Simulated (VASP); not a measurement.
Here is a VASP 6.6.1 calculation.

File INCAR:

```
SYSTEM = Hf5C3
PREC     = Accurate       ! precision mode
ENCUT    = 600            ! plane-wave cutoff, eV
EDIFF    = 1E-6           ! SCF threshold, eV
ISMEAR   = 0              ! smearing method
SIGMA    = 0.2            ! smearing width, eV
LREAL    = .FALSE.        ! projectors in reciprocal space
LASPH    = .TRUE.         ! aspherical terms in the spheres
NELM     = 100            ! most SCF steps
ALGO     = Normal         ! electronic algorithm
ISIF     = 3              ! what is computed and relaxed
LWAVE    = .FALSE.        ! write WAVECAR
LCHARG   = .FALSE.        ! write CHGCAR
GGA      = PE             ! functional
IBRION   = 2              ! ionic algorithm
NSW      = 36             ! ionic steps
EDIFFG   = -0.08          ! ionic threshold
```

The input KPOINTS:

```
regular mesh
0
G
  4 4 2
  0 0 0
```

Contents of POSCAR:

```
Hf5C3
1.0
    4.4846095300      0.0000000000      0.0000000000
   -2.2423047700      3.8837857800      0.0000000000
    0.0000000000      0.0000000000      7.6086042700
Hf C
5 3
Direct
    0.3333333300      0.6666666700      0.7332051000
    0.6666666700      0.3333333300      0.7332051000
    0.6666666700      0.3333333300      0.2667949000
    0.3333333300      0.6666666700      0.2667949000
    0.0000000000      0.0000000000      0.0000000000
    0.3333333300      0.6666666700      0.0000000000
    0.6666666700      0.3333333300      0.0000000000
    0.0000000000      0.0000000000      0.5000000000
```

Potentials or basis: VASP PAW PBE potentials, release 64 (Hf_pv, C).

Run with:

```sh
$ cat potpaw_PBE.64/Hf_pv/POTCAR potpaw_PBE.64/C/POTCAR > POTCAR
$ mpirun -np 1 vasp_std > vasp.out
```

**Question.** What does it give for the band gap on the k mesh?

**Answer.** Zero (bands 31 and 32 overlap by 0.41 eV).

**Question.** Predict the relaxed cell.

**Answer.** a = 4.704 Å, b = 4.704 Å, c = 7.003 Å, α = 90.00°, β = 90.00°, γ = 120.00°.

Stress tensor (GPa, compression positive):
```
-0.01  0.00  0.00
 0.00 -0.01  0.00
 0.00  0.00 -0.52
```

Caveat: the k points lie up to 0.45 Å⁻¹ apart in the final cell; spin-orbit coupling is left out, which moves the levels of the heavy elements.
